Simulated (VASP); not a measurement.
A run of VASP 6.6.1:

The input INCAR:

```
PREC = Accurate ; ENCUT = 520
EDIFF = 1E-7 ; ISMEAR = 0
SIGMA = 0.15 ; LREAL = F
LASPH = T ; NELM = 60
ALGO = Normal ; ISIF = 2
LWAVE = F ; LCHARG = F
GGA = PS ; IVDW = 12
NBANDS = 30
```

KPOINTS

```
regular mesh
0
Gamma
  12 12 12
```

POSCAR

```
In3Se
1.0
    5.1499506885      0.0000000000      0.0000000000
    0.0000000000      5.1499506885      0.0000000000
    0.0000000000      0.0000000000      3.6410151368
In Se
3 1
Direct
    0.0000000000      0.5000000000      0.5000000000
    0.5000000000      0.0000000000      0.5000000000
    0.5000000000      0.5000000000      0.0000000000
    0.0000000000      0.0000000000      0.0000000000
```

Potentials or basis: VASP PAW PBE potentials, release 64 (In_d, Se).

Launch:

```sh
$ cat potpaw_PBE.64/In_d/POTCAR potpaw_PBE.64/Se/POTCAR > POTCAR
$ mpirun -np 1 vasp_std > vasp.out
```

Hardware: 1 thread of AMD EPYC 7R43 64-Core Processor (Zen 3), on a shared host.

Q: How long does it take, and how much memory?

A: Run time: 9.9 min on 1 thread of AMD EPYC 7R43 64-Core Processor (Zen 3), on a shared host, peak memory 0.51 GiB. Counts: scf iterations 15, k points 196.
